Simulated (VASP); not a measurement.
A run of VASP 6.6.1 is set up as follows.

INCAR

```
SYSTEM = TeMo5
ALGO     = Normal         ! electronic algorithm
EDIFF    = 1E-7           ! SCF threshold, eV
ENCUT    = 520            ! plane-wave cutoff, eV
GGA      = PE             ! functional
ISIF     = 2              ! what is computed and relaxed
ISMEAR   = 0              ! smearing method
LASPH    = .TRUE.         ! aspherical terms in the spheres
LCHARG   = .FALSE.        ! write CHGCAR
LREAL    = .FALSE.        ! projectors in reciprocal space
LWAVE    = .FALSE.        ! write WAVECAR
NBANDS   = 47             ! bands
NELM     = 80             ! most SCF steps
PREC     = Accurate       ! precision mode
SIGMA    = 0.1            ! smearing width, eV
```

KPOINTS

```
k-points
0
G
  4 4 4
  0 0 0
```

POSCAR

```
TeMo5
1.0
    0.0000000000      4.0237406400      4.0237406400
    4.0237406400      0.0000000000      4.0237406400
    4.0237406400      4.0237406400      0.0000000000
Te Mo
1 5
Direct
    0.2500000000      0.2500000000      0.2500000000
    0.3727328200      0.8757557300      0.8757557300
    0.8757557300      0.3727328200      0.8757557300
    0.8757557300      0.8757557300      0.3727328200
    0.8757557300      0.8757557300      0.8757557300
    0.5000000000      0.5000000000      0.5000000000
```

Potentials or basis: VASP PAW PBE potentials, release 64 (Te, Mo_sv).

Launch:

```sh
$ cat potpaw_PBE.64/Te/POTCAR potpaw_PBE.64/Mo_sv/POTCAR > POTCAR
$ mpirun -np 1 vasp_std > vasp.out
```

Problem. Predict the band gap on the k mesh.

Solution. Zero (bands 38 and 39 overlap by 0.82 eV).

Problem. Estimate the largest force.

Solution. 0.114 eV/Å.

Forces in eV/Å, atoms in the order of the input:
```
Te   0.000  0.000  0.000
Mo  -0.066  0.066  0.066
Mo   0.066 -0.066  0.066
Mo   0.066  0.066 -0.066
Mo  -0.066 -0.066 -0.066
Mo   0.000  0.000  0.000
```

Caveat: the cell stands under tension; spin-orbit coupling is left out, which moves the levels of the heavy elements.
